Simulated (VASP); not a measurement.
# Au (P6_3/mmc) in VASP: further runs

Au is run at these levels: PBEsol; tasks: single point, relaxation of cell and atoms.

Everything below comes from runs of VASP 6.6.1. Logs are shortened: lines on timing, memory, paths and dates and some standing lists are left out, and cuts for length are marked.

### Step 1. The cell of the first run

It takes space group P6_3/mmc (No. 194, hexagonal). Conventional cell: a = 2.865 Å, b = 2.865 Å, c = 4.791 Å, α = 90.00°, β = 90.00°, γ = 120.00°. Au (site symmetry -6m2) has 12 Au at 2.87 to 2.91 Å within 3.8 Å.

This isn't the form of Au at room conditions, which is fcc.

### Step 2. Single point, PBEsol

The input, INCAR:

```
SYSTEM = Au
ALGO = Fast
EDIFF = 1E-6
ENCUT = 520
GGA = PS
ISIF = 2
ISMEAR = 0
LASPH = .True.
LCHARG = .False.
LREAL = .False.
LWAVE = .False.
NBANDS = 18
NELM = 100
PREC = Accurate
SIGMA = 0.1
```

The input, KPOINTS:

```
k-points
0
Gamma
  18 18 10
  0 0 0
```

The input, POSCAR:

```
Au
1.0
    2.8651903826      0.0000000000      0.0000000000
   -1.4325951913      2.4813276580      0.0000000000
    0.0000000000      0.0000000000      4.7905769541
Au
2
Direct
    0.3333333333      0.6666666667      0.7500000000
    0.6666666667      0.3333333333      0.2500000000
```

Potentials or basis: VASP PAW PBE potentials, release 64 (Au).

The run is started by

```
cat potpaw_PBE.64/Au/POTCAR > POTCAR
mpirun -np 1 vasp_std > vasp.out
```

OUTCAR:

```text
SYSTEM = Au
   EDIFF = 1E-6
   ENCUT = 520
   GGA = PS
   ISIF = 2
   ISMEAR = 0
   LASPH = .True.
   LREAL = .False.
   NELM = 100
   PREC = Accurate

 ion  position               nearest neighbor table
   1  0.333  0.667  0.750-   2 2.91   2 2.91   2 2.91   2 2.91   2 2.91   2 2.91
   2  0.667  0.333  0.250-   1 2.91   1 2.91   1 2.91   1 2.91   1 2.91   1 2.91

  LATTYP: Found a hexagonal cell.
 ALAT       =     2.8651903826
 C/A-ratio  =     1.6719925430

  Lattice vectors:

 A1 = (   2.8651903826,   0.0000000000,   0.0000000000)
 A2 = (  -1.4325951913,   2.4813276580,   0.0000000000)
 A3 = (   0.0000000000,   0.0000000000,   4.7905769541)

Analysis of symmetry for initial positions (statically):
=====================================================================
 Subroutine PRICEL returns:
 Original cell was already a primitive cell.

 Routine SETGRP: Setting up the symmetry group for a
 hexagonal supercell.

 Subroutine GETGRP returns: Found 24 space group operations
 (whereof 12 operations were pure point group operations)
 out of a pool of 24 trial point group operations.

The static configuration has the point symmetry D_3d.
 The point group associated with its full space group is D_6h.

Analysis of symmetry for dynamics (positions and initial velocities):
=====================================================================
 Subroutine PRICEL returns:
 Original cell was already a primitive cell.

 Routine SETGRP: Setting up the symmetry group for a
 hexagonal supercell.

 Subroutine GETGRP returns: Found 24 space group operations
 (whereof 12 operations were pure point group operations)
 out of a pool of 24 trial point group operations.

The dynamic configuration has the point symmetry D_3d.
 The point group associated with its full space group is D_6h.

 Subroutine INISYM returns: Found 24 space group operations
 (whereof 12 operations are pure point group operations),
 and found     1 'primitive' translations

----------------------------------------------------------------------------------------

                                     Primitive cell

  volume of cell :      34.0585

  direct lattice vectors                    reciprocal lattice vectors
     2.865190383  0.000000000  0.000000000     0.349016947  0.201505028  0.000000000
    -1.432595191  2.481327658  0.000000000     0.000000000  0.403010057  0.000000000
     0.000000000  0.000000000  4.790576954     0.000000000  0.000000000  0.208743124

  length of vectors
     2.865190383  2.865190383  4.790576954     0.403010057  0.403010057  0.208743124

  position of ions in fractional coordinates (direct lattice)
     0.333333333  0.666666667  0.750000000
     0.666666667  0.333333333  0.250000000

  ion indices of the primitive-cell ions
   primitive index   ion index
                 1           1
                 2           2

----------------------------------------------------------------------------------------

 KPOINTS: k-points

Automatic generation of k-mesh.
 Grid dimensions read from file:
 generate k-points for:   18   18   10

 Generating k-lattice:

  Cartesian coordinates                     Fractional coordinates (reciprocal lattice)
     0.019389830  0.011194724  0.000000000     0.055555556  0.000000000  0.000000000
     0.000000000  0.022389448  0.000000000     0.000000000  0.055555556  0.000000000
     0.000000000  0.000000000  0.020874312     0.000000000  0.000000000  0.100000000

  Length of vectors
     0.022389448  0.022389448  0.020874312

  Shift w.r.t. Gamma in fractional coordinates (k-lattice)
     0.000000000  0.000000000  0.000000000

 Subroutine IBZKPT returns following result:
 ===========================================

 Found    222 irreducible k-points:

 Following reciprocal coordinates:
            Coordinates               Weight
  0.000000  0.000000  0.000000      1.000000
  0.055556  0.000000  0.000000      6.000000
  0.111111  0.000000  0.000000      6.000000
  0.166667  0.000000  0.000000      6.000000
  0.222222  0.000000  0.000000      6.000000
  0.277778  0.000000  0.000000      6.000000
[... 16 lines left out ...]
  0.333333  0.111111  0.000000     12.000000
  0.388889  0.111111  0.000000     12.000000
 [... further k-points ...]
   k-points           NKPTS =    222   k-points in BZ     NKDIM =    222   number of bands    NBANDS=     18
   number of dos      NEDOS =    301   number of ions     NIONS =      2
   total plane-waves  NPLWV =  20736
   dimension x,y,z NGX =    24 NGY =   24 NGZ =   36
   dimension x,y,z NGXF=    48 NGYF=   48 NGZF=   72
   ions per type =               2
   NGX,Y,Z   is equivalent  to a cutoff of  13.93, 13.93, 12.49 a.u.
   NGXF,Y,Z  is equivalent  to a cutoff of  27.85, 27.85, 24.99 a.u.
 SYSTEM =  Au
   PREC   = accura    normal or accurate (medium, high low for compatibility)
   ISTART =      0    job   : 0-new  1-cont  2-samecut
   ICHARG =      2    charge: 1-file 2-atom 10-const
   ISPIN  =      1    spin polarized calculation?
   LNONCOLLINEAR =      F non collinear calculations
   LSORBIT =      F    spin-orbit coupling
   LASPH  =      T    aspherical Exc in radial PAW
   ENCUT  =  520.0 eV  38.22 Ry    6.18 a.u.   5.33  5.33  8.91*2*pi/ulx,y,z
   NELM   =    100;   NELMIN=  2; NELMDL= -5     # of ELM steps
   EDIFF  = 0.1E-05   stopping-criterion for ELM
   LREAL  =      F    real-space projection
[... 7 lines left out ...]
   TEBEG  =    0.0;   TEEND  =   0.0 temperature during run
   PSTRESS=    0.0 pullay stress
   NELECT =      22.0000    total number of electrons
   NUPDOWN=      -1.0000    fix difference up-down
   EMIN   =  10.00;   EMAX   =-10.00  energy-range for DOS
   EFERMI =   0.00;   METHOD = LEGACY
   ISMEAR =     0;   SIGMA  =   0.10  broadening in eV -4-tet -1-fermi 0-gaus
   EFERMI_NEDOS =   21; number of points for ismear=-14 and -15
   IALGO  =     68    algorithm
   IMIX   =      4    mixing-type and parameters
     AMIX     =   0.40;   BMIX     =  1.00
     AMIX_MAG =   1.60;   BMIX_MAG =  1.00
  volume/ion in A,a.u.               =      17.03       114.92
  Fermi-wavevector in a.u.,A,eV,Ry     =   1.415166  2.674275 27.248300  2.002694
  Thomas-Fermi vector in A             =   2.536632
   LORBIT       =      0    0 simple, 1 ext, 2 COOP (PROOUT), +10 PAW based schemes
   GGA     = PS    functional components
   LHFCALC =     F    Hartree Fock is set to
   AEXX    =    0.0000 exact exchange contribution
   IVDW    =     0    specifies the selected vdW correction
   LEPSILON=     F    determine dielectric tensor
   LRPA    =     F    only Hartree local field effects (RPA)
 non-spin polarized calculation
 RMM-DIIS sequential band-by-band and
 Gauss-broadening in eV      SIGMA  =   0.10
  energy-cutoff  :      520.00
  volume of cell :       34.06
 maximum number of plane-waves:       930
 NGX is ok and might be reduce to    24
   NGX = 11   NGY = 11   NGZ = 17

 number of electron      22.0000004 magnetization

 Free energy of the ion-electron system (eV)
  ---------------------------------------------------
  ext. energy  EPLUGINS =         0.00000000
  ---------------------------------------------------
  free energy    TOTEN  =        -7.82956722 eV

  energy without entropy =       -7.82464932  energy(sigma->0) =       -7.82710827

 E-fermi :   9.2360     XC(G=0): -12.8890

 val. band max:        9.2357604398   @ k =   0.4444   0.0556   0.2000
 cond. band min:       9.2407403923   @ k =   0.2778   0.2222   0.2000
 fundamental gap:      0.0049799525
 Fermi energy:         9.2360150260

 k-point     1 :       0.0000    0.0000    0.0000
  band No.  band energies     occupation
      1      -0.6398      2.00000
      2       1.8712      2.00000
      3       4.4480      2.00000
      4       4.7100      2.00000
      5       4.7100      2.00000
      6       5.0307      2.00000
[... 10 lines left out ...]
     17      27.7090      0.00000
     18      27.7090      0.00000

 k-point     2 :       0.0556    0.0000    0.0000
  band No.  band energies     occupation
      1      -0.5416      2.00000
      2       1.9531      2.00000
      3       4.4067      2.00000
      4       4.7436      2.00000
      5       4.7760      2.00000
      6       4.9944      2.00000
[... 10 lines left out ...]
     17      27.1502      0.00000
     18      27.2177      0.00000

 k-point     3 :       0.1111    0.0000    0.0000
  band No.  band energies     occupation
      1      -0.2533      2.00000
      2       2.1833      2.00000
      3       4.2884      2.00000
      4       4.8110      2.00000
      5       4.9450      2.00000
      6       4.9701      2.00000
[... 10 lines left out ...]
     17      26.0066      0.00000
     18      27.2296      0.00000

 k-point     4 :       0.1667    0.0000    0.0000
  band No.  band energies     occupation
      1       0.2039      2.00000
      2       2.5034      2.00000
      3       4.1504      2.00000
      4       4.7040      2.00000
      5       4.8648      2.00000
      6       5.1363      2.00000
[... 375 lines left out ...]
      4       4.2507      2.00000
      5       4.6757      2.00000
      6       4.8003      2.00000
[... 10 lines left out ...]
     17      23.1846      0.00000
     18      24.9417      0.00000

 k-point    23 :       0.3333    0.1111    0.0000
  band No.  band energies     occupation
      1       2.5208      2.00000
      2       2.8060      2.00000
      3       3.1863      2.00000
      4       4.6235      2.00000
      5       4.6275      2.00000
      6       5.0454      2.00000
[... 10 lines left out ...]
     17      22.2644      0.00000
     18      24.2970      0.00000

 k-point    24 :       0.3889    0.1111    0.0000
  band No.  band energies     occupation
      1       2.6406      2.00000
      2       2.7047      2.00000
      3       3.0314      2.00000
      4       4.6165      2.00000
      5       4.9225      2.00000
      6       4.9986      2.00000
[... 10 lines left out ...]
     17      21.4559      0.00000
     18      23.9124      0.00000

 [... further k-points ...]

------------------------ aborting loop because EDIFF is reached ----------------------------------------

  FORCE on cell =-STRESS in cart. coord.  units (eV):
  Direction    XX          YY          ZZ          XY          YZ          ZX
  --------------------------------------------------------------------------------------
  -------------------------------------------------------------------------------------
  Total       -0.0382479     -0.0382479     -0.0518046      0.0000000      0.0000000      0.0000000
  in kB       -1.7992546     -1.7992546     -2.4369864      0.0000000      0.0000000      0.0000000
  external PRESSURE =      -2.0118319 kB  Pullay stress =       0.0000000 kB

 VOLUME and BASIS-vectors are now :
 -----------------------------------------------------------------------------
  energy-cutoff  :      520.00
  volume of cell :       34.06
      direct lattice vectors                 reciprocal lattice vectors
     2.865190383  0.000000000  0.000000000     0.349016947  0.201505028  0.000000000
    -1.432595191  2.481327658  0.000000000     0.000000000  0.403010057  0.000000000
     0.000000000  0.000000000  4.790576954     0.000000000  0.000000000  0.208743124

 POSITION                                       TOTAL-FORCE (eV/Angst)
 -----------------------------------------------------------------------------------
     -0.00000      1.65422      3.59293        -0.000000     -0.000000      0.000000
      1.43260      0.82711      1.19764         0.000000      0.000000      0.000000
 -----------------------------------------------------------------------------------
    total drift:                               -0.000000      0.000000     -0.000000

  FREE ENERGIE OF THE ION-ELECTRON SYSTEM (eV)
  ---------------------------------------------------
  free  energy   TOTEN  =        -7.8295672239 eV

  energy  without entropy=       -7.8246493172  energy(sigma->0) =       -7.82710827
```

It took 1.7 min on 1 thread of Intel Xeon 6455B, shared host; peak memory 0.24 GiB.

Results:

```
Free energy            : -7.8296 eV
Pressure               : -0.2 GPa
Band gap on the k mesh : zero (bands 11 and 12 overlap by 6.92 eV)
```

Caveat: the PAW data sets were made with another functional, which shifts forces and pressure a little; spin-orbit coupling is left out, which moves the levels of the heavy elements.

### Step 3. Relaxation of cell and atoms, PBEsol

This run uses another cell than the first one, of 17.77 Å³/atom.

The input, INCAR:

```
SYSTEM = Au
  ALGO = Fast
  EDIFF = 1E-6
  EDIFFG = -0.005
  ENCUT = 600
  GGA = PS
  IBRION = 2
  ISIF = 3
  ISMEAR = 0
  LASPH = .TRUE.
  LCHARG = .FALSE.
  LREAL = .FALSE.
  LWAVE = .FALSE.
  NELM = 100
  NSW = 100
  PREC = Accurate
  SIGMA = 0.1
```

The input, KPOINTS:

```
k-points
0
G
  18 18 10
  0 0 0
```

The input, POSCAR:

```
Au
1.0
    2.9000000000      0.0000000000      0.0000000000
   -1.4500000000      2.5114736710      0.0000000000
    0.0000000000      0.0000000000      4.8800000000
Au
2
Direct
    0.3333333333      0.6666666667      0.7500000000
    0.6666666667      0.3333333333      0.2500000000
```

Potentials or basis: VASP PAW PBE potentials, release 64 (Au).

The run is started by

```
cat potpaw_PBE.64/Au/POTCAR > POTCAR
mpirun -np 1 vasp_std > vasp.out
```

Wall time 9.9 min (1 thread of Intel Xeon 6455B, shared host); peak memory 0.28 GiB.

The run converged. Its results:

```
Free energy                           : -7.8296 eV
Relaxed volume                        : 17.01 Å³/atom
Relaxed cell                          : a = 2.865 Å, b = 2.865 Å, c = 4.785 Å, α = 90.00°, β = 90.00°, γ = 120.00°
Space group after relaxing (to 0.1 Å) : P6_3/mmc (No. 194)
Energy gained by relaxing             : 16.2 meV/atom
Ionic steps                           : 12
Pressure after relaxing               : 0.0 GPa
Band gap on the k mesh                : zero (bands 11 and 12 overlap by 6.92 eV)
```

Step by step:
```tsv
step	energy change (eV)	largest force (eV/Å)	pressure (GPa)	volume (Å³)
1	0.0000	0.0000	-6.48	35.54
2	0.0449	0.0000	12.87	31.97
3	-0.0322	0.0000	-0.25	34.06
4	-0.0322	0.0000	0.12	34.01
5	-0.0323	0.0000	-0.23	34.07
6	-0.0323	0.0000	-0.19	34.07
7	-0.0324	0.0000	-0.04	34.05
8	-0.0324	0.0000	0.02	34.03
9	-0.0325	0.0000	0.19	34.00
10	-0.0325	0.0000	0.06	34.01
11	-0.0325	0.0000	0.09	34.01
12	-0.0325	0.0000	-0.02	34.03
```

Final structure:
```
CELL_PARAMETERS angstrom
2.86535 0.00000 0.00000
-1.43268 2.48147 0.00000
0.00000 0.00000 4.78537
ATOMIC_POSITIONS crystal
Au 0.33333 0.66667 0.75000
Au 0.66667 0.33333 0.25000
```

Levels at points of the mesh, in eV from the Fermi level:
```
           k point  band 8  band 9  band 10  band 11  band 12  band 13  band 14  band 15
(0.00, 0.00, 0.00)   -3.54   -3.54    -2.13    -2.13    -1.14     2.79    14.57    15.83
(0.50, 0.00, 0.00)   -1.87   -1.83    -1.63     0.38     1.59     5.80     7.34     7.42
(0.00, 0.00, 0.50)   -4.57   -2.59    -2.59    -2.59    -2.59    10.78    10.78    14.88
(0.50, 0.00, 0.50)   -2.38   -1.71    -1.71     0.45     0.45     4.00     4.00    13.33
```

Caveat: the PAW data sets were made with another functional, which shifts forces and pressure a little; spin-orbit coupling is left out, which moves the levels of the heavy elements.
